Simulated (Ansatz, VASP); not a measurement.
# One calculation of CsCdCl3, two programs

The input INCAR:

```
SYSTEM = CsCdCl3
  PREC = Accurate
  ENCUT = 520
  EDIFF = 1E-6
  ISMEAR = 0
  SIGMA = 0.02
  LREAL = .FALSE.
  LASPH = .TRUE.
  NELM = 80
  ALGO = Normal
  ISIF = 2
  LWAVE = .FALSE.
  LCHARG = .FALSE.
  GGA = CA
  NBANDS = 29
```

KPOINTS

```
Automatic mesh
0
G
  6 6 6
  0 0 0
```

The input POSCAR:

```
CsCdCl3
1.0
    5.4189030202      0.0000000000      0.0000000000
    0.0000000000      5.4189030202      0.0000000000
    0.0000000000      0.0000000000      4.9425581256
Cs Cd Cl
1 1 3
Direct
    0.0000000000      0.0000000000      0.0000000000
    0.5000000000      0.5000000000      0.5000000000
    0.0000000000      0.5000000000      0.5000000000
    0.5000000000      0.0000000000      0.5000000000
    0.5000000000      0.5000000000      0.0000000000
```

Input for Ansatz:

```yaml
crystal:
  lattice:
    - [5.4189030202, 0.0, 0.0]
    - [0.0, 5.4189030202, 0.0]
    - [0.0, 0.0, 4.9425581256]
  atoms:
    - { symbol: Cs, position: [0.0, 0.0, 0.0] }
    - { symbol: Cd, position: [0.5, 0.5, 0.5] }
    - { symbol: Cl, position: [0.0, 0.5, 0.5] }
    - { symbol: Cl, position: [0.5, 0.0, 0.5] }
    - { symbol: Cl, position: [0.5, 0.5, 0.0] }
basis:
  ecutwfc: 420
kpoints:
  mp_grid: { grid: [6, 6, 6] }
  band_path: { path: [VBM, CBM], npoints: 2 }
hamiltonian:
  xc: lda
scf:
  occupations: { method: gaussian, width: 0.02 }
output:
  forces: true
  stress: true
  eigenvalues: true
checkpoint:
  read: start.run
  write: ck
  compress: false
  write_wavefunctions: false
  write_every: 100000
```

Alike in both runs: task single point; functional LDA; k mesh 6 × 6 × 6; occupations gaussian, width 0.02 eV; no spin polarisation.

|  | VASP | Ansatz |
| --- | --- | --- |
| version | VASP 6.6.1 | Ansatz 0.2.0 |
| potentials or method | VASP PAW LDA potentials, release 64 (Cs_sv, Cd, Cl), cutoff 520 eV | scalar-relativistic, plane waves, PAW |
| valence electrons in the cell | 42 | 50 |

|  | VASP | Ansatz | Ansatz less VASP |
| --- | --- | --- | --- |
| gap on the k mesh at the Fermi level (eV) | 1.38 | 1.35 | -0.027 |
| least direct gap on the mesh (eV) | 2.00 | 1.98 | -0.023 |
| pressure (GPa) | -2.2 | -2.4 | -0.20 |
| traceless stress, the component that is largest in VASP (GPa) | 2.54 | 2.41 | -0.133 |

LDA's correlation is that of Perdew and Zunger in VASP and of Perdew and Wang (1992) in Ansatz. VASP's potentials hold 42 valence electrons a cell and Ansatz's 50, so a difference there can come from the potentials and not from the codes.

Neither program's run includes spin-orbit coupling.
